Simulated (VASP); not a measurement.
# MoW3 (Fm-3m) in VASP: notebook

MoW3 is run at these levels: PBE; tasks: single point, relaxation of cell and atoms.

Everything below comes from runs of VASP 6.6.1. Logs are shortened: lines on timing, memory, paths and dates and some standing lists are left out, and cuts for length are marked.

## Step 1: The cell of the first run

It takes space group Fm-3m (No. 225, cubic). The conventional cell has a = 6.360 Å, b = 6.360 Å, c = 6.360 Å, α = 90.00°, β = 90.00°, γ = 90.00°. Mo (site symmetry m-3m) has 14 W at 2.75 to 3.18 Å within 3.6 Å. Within 3.6 Å of W (site symmetry -43m) lie 10 W at 2.75 to 3.18 Å and 4 Mo at 2.75 Å. Within 3.6 Å of W (site symmetry m-3m) lie 8 W at 2.75 Å and 6 Mo at 3.18 Å.

The cell was built from a structure type or drawn by symmetry, and may not be a known phase.

## Step 2: Single point, PBE

Contents of INCAR:

```
  ALGO = Normal
  EDIFF = 1E-6
  ENCUT = 520
  GGA = PE
  ISIF = 2
  ISMEAR = 0
  LASPH = T
  LCHARG = F
  LREAL = F
  LWAVE = F
  NBANDS = 36
  NELM = 80
  PREC = Accurate
  SIGMA = 0.1
```

Contents of KPOINTS:

```
k-points
0
Gamma
  6 6 6
```

Contents of POSCAR:

```
MoW3
1.0
    0.0000000000      3.1801899100      3.1801899100
    3.1801899100      0.0000000000      3.1801899100
    3.1801899100      3.1801899100      0.0000000000
Mo W
1 3
Direct
    0.5000000000      0.5000000000      0.5000000000
    0.7500000000      0.7500000000      0.7500000000
    0.2500000000      0.2500000000      0.2500000000
    0.0000000000      0.0000000000      0.0000000000
```

Potentials or basis: VASP PAW PBE potentials, release 64 (Mo_sv, W_sv).

Command:

```bash
$ cat potpaw_PBE.64/Mo_sv/POTCAR potpaw_PBE.64/W_sv/POTCAR > POTCAR
$ mpirun -np 1 vasp_std > vasp.out
```

OUTCAR:

```text
EDIFF = 1E-6
   ENCUT = 520
   GGA = PE
   ISIF = 2
   ISMEAR = 0
   LASPH = T
   LREAL = F
   NELM = 80
   PREC = Accurate

 ion  position               nearest neighbor table
   1  0.500  0.500  0.500-   2 2.75   3 2.75   3 2.75   3 2.75   3 2.75   2 2.75   2 2.75   2 2.75
                             4 3.18   4 3.18   4 3.18   4 3.18   4 3.18   4 3.18
   2  0.750  0.750  0.750-   1 2.75   4 2.75   1 2.75   1 2.75   1 2.75   4 2.75   4 2.75   4 2.75
                             3 3.18   3 3.18   3 3.18   3 3.18   3 3.18   3 3.18
   3  0.250  0.250  0.250-   1 2.75   4 2.75   4 2.75   4 2.75   4 2.75   1 2.75   1 2.75   1 2.75
                             2 3.18   2 3.18   2 3.18   2 3.18   2 3.18   2 3.18
   4  0.000  0.000  0.000-   2 2.75   3 2.75   2 2.75   2 2.75   2 2.75   3 2.75   3 2.75   3 2.75
                             1 3.18   1 3.18   1 3.18   1 3.18   1 3.18   1 3.18

  LATTYP: Found a face centered cubic cell.
 ALAT       =     6.3603798200

  Lattice vectors:

 A1 = (   0.0000000000,   3.1801899100,   3.1801899100)
 A2 = (   3.1801899100,   0.0000000000,   3.1801899100)
 A3 = (   3.1801899100,   3.1801899100,   0.0000000000)

Analysis of symmetry for initial positions (statically):
=====================================================================
 Subroutine PRICEL returns:
 Original cell was already a primitive cell.

 Routine SETGRP: Setting up the symmetry group for a
 face centered cubic supercell.

 Subroutine GETGRP returns: Found 48 space group operations
 (whereof 48 operations were pure point group operations)
 out of a pool of 48 trial point group operations.

The static configuration has the point symmetry O_h .

Analysis of symmetry for dynamics (positions and initial velocities):
=====================================================================
 Subroutine PRICEL returns:
 Original cell was already a primitive cell.

 Routine SETGRP: Setting up the symmetry group for a
 face centered cubic supercell.

 Subroutine GETGRP returns: Found 48 space group operations
 (whereof 48 operations were pure point group operations)
 out of a pool of 48 trial point group operations.

The dynamic configuration has the point symmetry O_h .

 Subroutine INISYM returns: Found 48 space group operations
 (whereof 48 operations are pure point group operations),
 and found     1 'primitive' translations

----------------------------------------------------------------------------------------

                                     Primitive cell

  volume of cell :      64.3264

  direct lattice vectors                    reciprocal lattice vectors
     0.000000000  3.180189910  3.180189910    -0.157223315  0.157223315  0.157223315
     3.180189910  0.000000000  3.180189910     0.157223315 -0.157223315  0.157223315
     3.180189910  3.180189910  0.000000000     0.157223315  0.157223315 -0.157223315

  length of vectors
     4.497467702  4.497467702  4.497467702     0.272318770  0.272318770  0.272318770

  position of ions in fractional coordinates (direct lattice)
     0.500000000  0.500000000  0.500000000
     0.750000000  0.750000000  0.750000000
     0.250000000  0.250000000  0.250000000
     0.000000000  0.000000000  0.000000000

  ion indices of the primitive-cell ions
   primitive index   ion index
                 1           1
                 2           2
                 3           3
                 4           4

----------------------------------------------------------------------------------------

 KPOINTS: k-points

Automatic generation of k-mesh.
 Grid dimensions read from file:
 generate k-points for:    6    6    6

 Generating k-lattice:

  Cartesian coordinates                     Fractional coordinates (reciprocal lattice)
    -0.026203886  0.026203886  0.026203886     0.166666667  0.000000000  0.000000000
     0.026203886 -0.026203886  0.026203886     0.000000000  0.166666667  0.000000000
     0.026203886  0.026203886 -0.026203886     0.000000000  0.000000000  0.166666667

  Length of vectors
     0.045386462  0.045386462  0.045386462

  Shift w.r.t. Gamma in fractional coordinates (k-lattice)
     0.000000000  0.000000000  0.000000000

 Subroutine IBZKPT returns following result:
 ===========================================

 Found     16 irreducible k-points:

 Following reciprocal coordinates:
            Coordinates               Weight
  0.000000  0.000000  0.000000      1.000000
  0.166667  0.000000  0.000000      8.000000
  0.333333  0.000000  0.000000      8.000000
  0.500000  0.000000  0.000000      4.000000
  0.166667  0.166667  0.000000      6.000000
  0.333333  0.166667  0.000000     24.000000
[... 8 lines left out ...]
 -0.333333  0.333333  0.166667     24.000000
 -0.333333  0.500000  0.166667     12.000000
   k-points           NKPTS =     16   k-points in BZ     NKDIM =     16   number of bands    NBANDS=     36
   number of dos      NEDOS =    301   number of ions     NIONS =      4
   total plane-waves  NPLWV =  46656
   dimension x,y,z NGX =    36 NGY =   36 NGZ =   36
   dimension x,y,z NGXF=    72 NGYF=   72 NGZF=   72
   ions per type =               1   3
   NGX,Y,Z   is equivalent  to a cutoff of  13.31, 13.31, 13.31 a.u.
   NGXF,Y,Z  is equivalent  to a cutoff of  26.61, 26.61, 26.61 a.u.
 SYSTEM =  unknown system
   PREC   = accura    normal or accurate (medium, high low for compatibility)
   ISTART =      0    job   : 0-new  1-cont  2-samecut
   ICHARG =      2    charge: 1-file 2-atom 10-const
   ISPIN  =      1    spin polarized calculation?
   LNONCOLLINEAR =      F non collinear calculations
   LSORBIT =      F    spin-orbit coupling
   LASPH  =      T    aspherical Exc in radial PAW
   ENCUT  =  520.0 eV  38.22 Ry    6.18 a.u.   8.36  8.36  8.36*2*pi/ulx,y,z
   NELM   =     80;   NELMIN=  2; NELMDL= -5     # of ELM steps
   EDIFF  = 0.1E-05   stopping-criterion for ELM
   LREAL  =      F    real-space projection
   EDIFFG = 0.1E-04   stopping-criterion for IOM
   NSW    =      0    number of steps for IOM
   IBRION =     -1    ionic relax: 0-MD 1-quasi-New 2-CG
   NFREE  =      0    steps in history (QN), initial steepest desc. (CG)
   ISIF   =      2    stress and relaxation
   ISYM   =      2    0-nonsym 1-usesym 2-fastsym
   POTIM  = 0.5000    time-step for ionic-motion
   TEBEG  =    0.0;   TEEND  =   0.0 temperature during run
   PSTRESS=    0.0 pullay stress
   NELECT =      56.0000    total number of electrons
   NUPDOWN=      -1.0000    fix difference up-down
   EMIN   =  10.00;   EMAX   =-10.00  energy-range for DOS
   EFERMI =   0.00;   METHOD = LEGACY
   ISMEAR =     0;   SIGMA  =   0.10  broadening in eV -4-tet -1-fermi 0-gaus
   EFERMI_NEDOS =   21; number of points for ismear=-14 and -15
   IALGO  =     38    algorithm
   IMIX   =      4    mixing-type and parameters
     AMIX     =   0.40;   BMIX     =  1.00
     AMIX_MAG =   1.60;   BMIX_MAG =  1.00
  volume/ion in A,a.u.               =      16.08       108.52
  Fermi-wavevector in a.u.,A,eV,Ry     =   1.563176  2.953974 33.246083  2.443518
  Thomas-Fermi vector in A             =   2.665986
   LORBIT       =      0    0 simple, 1 ext, 2 COOP (PROOUT), +10 PAW based schemes
   GGA     = PE    functional components
   LHFCALC =     F    Hartree Fock is set to
   AEXX    =    0.0000 exact exchange contribution
   IVDW    =     0    specifies the selected vdW correction
   LEPSILON=     F    determine dielectric tensor
   LRPA    =     F    only Hartree local field effects (RPA)
 non-spin polarized calculation
 Gauss-broadening in eV      SIGMA  =   0.10
  energy-cutoff  :      520.00
  volume of cell :       64.33
 maximum number of plane-waves:      1759
 NGX is ok and might be reduce to    36
   NGX = 17   NGY = 17   NGZ = 17

 number of electron      56.0000007 magnetization

 Free energy of the ion-electron system (eV)
  ---------------------------------------------------
  ext. energy  EPLUGINS =         0.00000000
  ---------------------------------------------------
  free energy    TOTEN  =       -49.83187983 eV

  energy without entropy =      -49.82720943  energy(sigma->0) =      -49.82954463

 E-fermi :  11.4231     XC(G=0): -13.4822

 val. band max:       11.4060550124   @ k =  -0.1667   0.1667   0.0000
 cond. band min:      11.6194285436   @ k =   0.3333   0.1667   0.0000
 fundamental gap:      0.2133735312
 Fermi energy:        11.4231441626

 k-point     1 :       0.0000    0.0000    0.0000
  band No.  band energies     occupation
      1     -62.7351      2.00000
      2     -62.6799      2.00000
      3     -62.5067      2.00000
      4     -49.6338      2.00000
      5     -27.1031      2.00000
      6     -27.1031      2.00000
[... 28 lines left out ...]
     35      16.1655      0.00000
     36      16.1655      0.00000

 k-point     2 :       0.1667    0.0000    0.0000
  band No.  band energies     occupation
      1     -62.7286      2.00000
      2     -62.6815      2.00000
      3     -62.5117      2.00000
      4     -49.6341      2.00000
      5     -27.1576      2.00000
      6     -27.1401      2.00000
[... 28 lines left out ...]
     35      14.4989      0.00000
     36      15.6212      0.00000

 k-point     3 :       0.3333    0.0000    0.0000
  band No.  band energies     occupation
      1     -62.7132      2.00000
      2     -62.6863      2.00000
      3     -62.5223      2.00000
      4     -49.6349      2.00000
      5     -27.1902      2.00000
      6     -27.1902      2.00000
[... 28 lines left out ...]
     35      14.0862      0.00000
     36      14.7613      0.00000

 k-point     4 :       0.5000    0.0000    0.0000
  band No.  band energies     occupation
      1     -62.7013      2.00000
      2     -62.6923      2.00000
      3     -62.5282      2.00000
      4     -49.6353      2.00000
      5     -27.2102      2.00000
      6     -27.2102      2.00000
[... 28 lines left out ...]
     35      14.3320      0.00000
     36      14.3320      0.00000

 k-point     5 :       0.1667    0.1667    0.0000
  band No.  band energies     occupation
      1     -62.7265      2.00000
      2     -62.6819      2.00000
      3     -62.5134      2.00000
      4     -49.6343      2.00000
      5     -27.1935      2.00000
      6     -27.1935      2.00000
[... 343 lines left out ...]
 k-point    14 :       0.5000    0.3333    0.1667
  band No.  band energies     occupation
      1     -62.7032      2.00000
      2     -62.6881      2.00000
      3     -62.5306      2.00000
      4     -49.6354      2.00000
      5     -27.3010      2.00000
      6     -27.2483      2.00000
[... 28 lines left out ...]
     35      14.4074      0.00000
     36      14.6105      0.00000

 k-point    15 :      -0.3333    0.3333    0.1667
  band No.  band energies     occupation
      1     -62.6946      2.00000
      2     -62.6922      2.00000
      3     -62.5351      2.00000
      4     -49.6356      2.00000
      5     -27.3138      2.00000
      6     -27.2039      2.00000
[... 28 lines left out ...]
     35      14.8633      0.00000
     36      15.1248      0.00000

 k-point    16 :      -0.3333    0.5000    0.1667
  band No.  band energies     occupation
      1     -62.6943      2.00000
      2     -62.6901      2.00000
      3     -62.5375      2.00000
      4     -49.6357      2.00000
      5     -27.3477      2.00000
      6     -27.2811      2.00000
[... 28 lines left out ...]
     35      14.7655      0.00000
     36      15.0458      0.00000

------------------------ aborting loop because EDIFF is reached ----------------------------------------

  FORCE on cell =-STRESS in cart. coord.  units (eV):
  Direction    XX          YY          ZZ          XY          YZ          ZX
  --------------------------------------------------------------------------------------
  -------------------------------------------------------------------------------------
  Total        0.0745653      0.0745653      0.0745653     -0.0000000      0.0000000     -0.0000000
  in kB        1.8571972      1.8571972      1.8571972     -0.0000000      0.0000000     -0.0000000
  external PRESSURE =       1.8571972 kB  Pullay stress =       0.0000000 kB

 VOLUME and BASIS-vectors are now :
 -----------------------------------------------------------------------------
  energy-cutoff  :      520.00
  volume of cell :       64.33
      direct lattice vectors                 reciprocal lattice vectors
     0.000000000  3.180189910  3.180189910    -0.157223315  0.157223315  0.157223315
     3.180189910  0.000000000  3.180189910     0.157223315 -0.157223315  0.157223315
     3.180189910  3.180189910  0.000000000     0.157223315  0.157223315 -0.157223315

 POSITION                                       TOTAL-FORCE (eV/Angst)
 -----------------------------------------------------------------------------------
      3.18019      3.18019      3.18019         0.000000     -0.000000     -0.000000
      4.77028      4.77028      4.77028         0.000000      0.000000      0.000000
      1.59009      1.59009      1.59009        -0.000000     -0.000000     -0.000000
      0.00000      0.00000      0.00000         0.000000     -0.000000     -0.000000
 -----------------------------------------------------------------------------------
    total drift:                                0.000000      0.000000      0.000000

  FREE ENERGIE OF THE ION-ELECTRON SYSTEM (eV)
  ---------------------------------------------------
  free  energy   TOTEN  =       -49.8318798272 eV

  energy  without entropy=      -49.8272094276  energy(sigma->0) =      -49.82954463
```

Wall time 26 s (1 thread of Intel Xeon 6975P-C (Granite Rapids), shared host); peak memory 0.21 GiB.

Results:

```
Free energy            : -49.8319 eV
Pressure               : 0.2 GPa
Band gap on the k mesh : zero (bands 28 and 29 overlap by 0.43 eV)
```

Levels at points of the mesh, in eV from the Fermi level:
| k point | band 24 | band 25 | band 26 | band 27 | band 28 | band 29 | band 30 | band 31 | band 32 | band 33 |
| --- | --- | --- | --- | --- | --- | --- | --- | --- | --- | --- |
| (0.00, 0.00, 0.00) | -2.76 | -2.76 | -1.21 | -1.21 | -1.21 | 1.97 | 1.97 | 2.95 | 2.95 | 3.25 |
| (0.50, 0.00, 0.00) | -2.99 | -2.82 | -2.82 | -2.77 | -2.77 | 1.91 | 1.91 | 2.36 | 2.36 | 2.44 |
| (0.50, 0.50, 0.00) | -2.64 | -0.59 | -0.59 | -0.44 | -0.44 | 0.89 | 0.89 | 1.05 | 1.38 | 1.83 |

Caveat: spin-orbit coupling is left out, which moves the levels of the heavy elements.

## Step 3: Single point, PBE

This run uses another cell than the first one, of 16.05 Å³/atom.

Contents of INCAR:

```
ALGO = Fast
EDIFF = 1E-6
ENCUT = 520
GGA = PE
ISIF = 2
ISMEAR = 0
LASPH = True
LCHARG = True
LELF = True
LREAL = False
LVHAR = True
LWAVE = False
NBANDS = 36
NELM = 80
PREC = Accurate
SIGMA = 0.1
```

Contents of KPOINTS:

```
k-points
0
Gamma
  12 12 12
```

Contents of POSCAR:

```
MoW3
1.0
    0.0000000000      3.1780492087      3.1780492087
    3.1780492087      0.0000000000      3.1780492087
    3.1780492087      3.1780492087      0.0000000000
Mo W
1 3
Direct
    0.5000000000      0.5000000000      0.5000000000
    0.7500000000      0.7500000000      0.7500000000
    0.2500000000      0.2500000000      0.2500000000
    0.0000000000      0.0000000000      0.0000000000
```

Potentials or basis: VASP PAW PBE potentials, release 64 (Mo_sv, W_sv).

Command:

```bash
$ cat potpaw_PBE.64/Mo_sv/POTCAR potpaw_PBE.64/W_sv/POTCAR > POTCAR
$ mpirun -np 1 vasp_std > vasp.out
```

Wall time 2.3 min (1 thread of Intel Xeon 6975P-C (Granite Rapids), shared host); peak memory 0.29 GiB.

It converged, with:

* Free energy: -49.8159 eV
* Pressure: 0.5 GPa
* Band gap on the k mesh: zero (bands 28 and 29 overlap by 0.47 eV)

Levels at points of the mesh, in eV from the Fermi level:
| k point | band 25 | band 26 | band 27 | band 28 | band 29 | band 30 | band 31 | band 32 |
| --- | --- | --- | --- | --- | --- | --- | --- | --- |
| (0.00, 0.00, 0.00) | -2.80 | -1.24 | -1.24 | -1.24 | 1.94 | 1.94 | 2.92 | 2.92 |
| (0.50, 0.00, 0.00) | -2.86 | -2.86 | -2.81 | -2.81 | 1.89 | 1.89 | 2.33 | 2.33 |
| (0.50, 0.50, 0.00) | -0.63 | -0.63 | -0.47 | -0.47 | 0.86 | 0.86 | 1.02 | 1.35 |

Caveat: spin-orbit coupling is left out, which moves the levels of the heavy elements.

## Step 4: Relaxation of cell and atoms, PBE

Contents of INCAR:

```
SYSTEM = MoW3
ALGO = Fast ; EDIFF = 1E-7
EDIFFG = -0.01 ; ENCUT = 600
GGA = PE ; IBRION = 2
ISIF = 3 ; ISMEAR = 0
LASPH = .True. ; LCHARG = .False.
LREAL = .False. ; LWAVE = .False.
NELM = 100 ; NSW = 100
PREC = Accurate ; SIGMA = 0.1
```

Contents of KPOINTS:

```
k-points
0
Gamma
  12 12 12
  0 0 0
```

Contents of POSCAR:

```
MoW3
1.0
    0.0000000000      3.1801899100      3.1801899100
    3.1801899100      0.0000000000      3.1801899100
    3.1801899100      3.1801899100      0.0000000000
Mo W
1 3
Direct
    0.5000000000      0.5000000000      0.5000000000
    0.7500000000      0.7500000000      0.7500000000
    0.2500000000      0.2500000000      0.2500000000
    0.0000000000      0.0000000000      0.0000000000
```

Command:

```bash
$ cat potpaw_PBE.64/Mo_sv/POTCAR potpaw_PBE.64/W_sv/POTCAR > POTCAR
$ mpirun -np 1 vasp_std > vasp.out
```

It took 2 min on 1 thread of Intel Xeon 6975P-C (Granite Rapids), shared host; peak memory 0.31 GiB.

The run converged. Its results:

```yaml
Free_energy: -49.8169 eV
Pressure_after_relaxing: -0.1 GPa
Band_gap_on_the_k_mesh: zero (bands 28 and 29 overlap by 0.47 eV)
```

Final structure:
```xyz
4
Lattice="0.0000 3.1802 3.1802 3.1802 0.0000 3.1802 3.1802 3.1802 0.0000" Properties=species:S:1:pos:R:3 pbc="T T T"
Mo    3.1802    3.1802    3.1802
W     4.7703    4.7703    4.7703
W     1.5901    1.5901    1.5901
W     0.0000    0.0000    0.0000
```

Levels at points of the mesh, in eV from the Fermi level:
```csv
k point,band 26,band 27,band 28,band 29,band 30,band 31
"(0.00, 0.00, 0.00)",-1.24,-1.24,-1.24,1.94,1.94,2.92
"(0.50, 0.00, 0.00)",-2.85,-2.81,-2.81,1.88,1.89,2.33
"(0.50, 0.50, 0.00)",-0.62,-0.47,-0.47,0.85,0.85,1.02
```

Caveat: the relaxation stopped at its first step, so nothing moved; spin-orbit coupling is left out, which moves the levels of the heavy elements.

## Step 5: Summary

| task | cell | k mesh | cutoff (eV) | gap on the mesh (eV) | pressure (GPa) |
| --- | --- | --- | --- | --- | --- |
| single point | a = 4.497 Å, angles 60.0°, 4 atoms | 6 × 6 × 6 | 520 | none | 0.2 |
| single point | a = 4.494 Å, angles 60.0°, 4 atoms | 12 × 12 × 12 | 520 | none | 0.5 |
| relaxation of cell and atoms | relaxed from a = 4.497 Å, angles 60.0°, 4 atoms | 12 × 12 × 12 | 600 | none | -0.1 |

Alike in all rows: level PBE; potentials or basis VASP PAW PBE potentials, release 64 (Mo_sv, W_sv); no spin polarisation; smearing gaussian 0.1 eV.

Caveats: spin-orbit coupling is left out, which moves the levels of the heavy elements; the relaxation stopped at its first step, so nothing moved (at least some runs).

Total energies depend on the potentials used, so only differences within one code and one set of settings carry meaning.
